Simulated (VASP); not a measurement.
Ti:

```
Ti
1.0
     2.93897    0.00000    0.00000
    -1.46948    2.54522    0.00000
     0.00000    0.00000    6.97435
Ti
3
Direct
  0.00000 0.00000 0.00000
  0.33333 0.66667 0.33333
  0.66667 0.33333 0.66667
```

```yaml
Program: VASP 6.6.1
Task: relaxation of cell and atoms
Functional: PBE
Potentials_or_basis: VASP PAW PBE potentials, release 64 (Ti_sv)
Cutoff: 600 eV
k_mesh: 18 × 18 × 7
Occupations: gaussian, width 0.1 eV
Spin: no spin polarisation
```

At the start: pressure -0.3 GPa; volume 17.39 Å³/atom.

Question: How do energy, volume and symmetry change on relaxing?

Answer: Over 5 steps the energy falls by 4.3 meV/atom and the volume is 17.33 Å³/atom (-0.3 %); space group R-3m (No. 166, to 0.1 Å) before, Fm-3m (No. 225, to 0.1 Å).

Step by step:
```csv
step,energy change (eV),largest force (eV/Å),pressure (GPa),volume (Å³)
1,0.0000,0.0000,-0.31,52.17
2,-0.0109,0.0000,0.24,51.91
3,-0.0125,0.0000,0.57,51.75
4,-0.0126,0.0000,-0.37,52.23
5,-0.0130,0.0000,-0.02,52.00
```

Final structure:
```
Ti
1.0
     2.90414    0.00000    0.00000
    -1.45207    2.51506    0.00000
     0.00000    0.00000    7.11961
Ti
3
Direct
  0.00000 0.00000 0.00000
  0.33333 0.66667 0.33333
  0.66667 0.33333 0.66667
```
